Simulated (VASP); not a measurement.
Runs of VASP 6.6.1 on Ir. The structure is that of space group P6/mmm (No. 191), or close to it. The cells are those of the table. 

```csv
cell,k mesh,gap on the mesh (eV),pressure (GPa)
"a = 4.209, b = 4.209, c = 2.600 Å, angles 90.0, 90.0, 120.0°, 3 atoms",11 × 11 × 15,none,(a)
"a = 4.392, b = 4.392, c = 2.713 Å, angles 90.0, 90.0, 120.0°, 3 atoms",9 × 9 × 12,none,0.3
"a = 4.561, b = 4.561, c = 2.818 Å, angles 90.0, 90.0, 120.0°, 3 atoms",11 × 11 × 15,none,-26.0
"a = 4.392, b = 4.392, c = 2.713 Å, angles 90.0, 90.0, 120.0°, 3 atoms",11 × 11 × 15,none,0.3
```

Alike in all rows: task single point; level revPBE; potentials or basis VASP PAW PBE potentials, release 64 (Ir); no spin polarisation; cutoff (eV) 520; smearing fermi-dirac 0.1 eV.

Q: Estimate the missing entries.

A: (a) 55.7.

Caveats: the PAW data sets were made with another functional, which shifts forces and pressure a little; spin-orbit coupling is left out, which moves the levels of the heavy elements.

A k mesh can miss the band edges, and the runs leave out spin-orbit coupling on Ir.

A gap of «none» marks levels without a gap at the run's occupations.
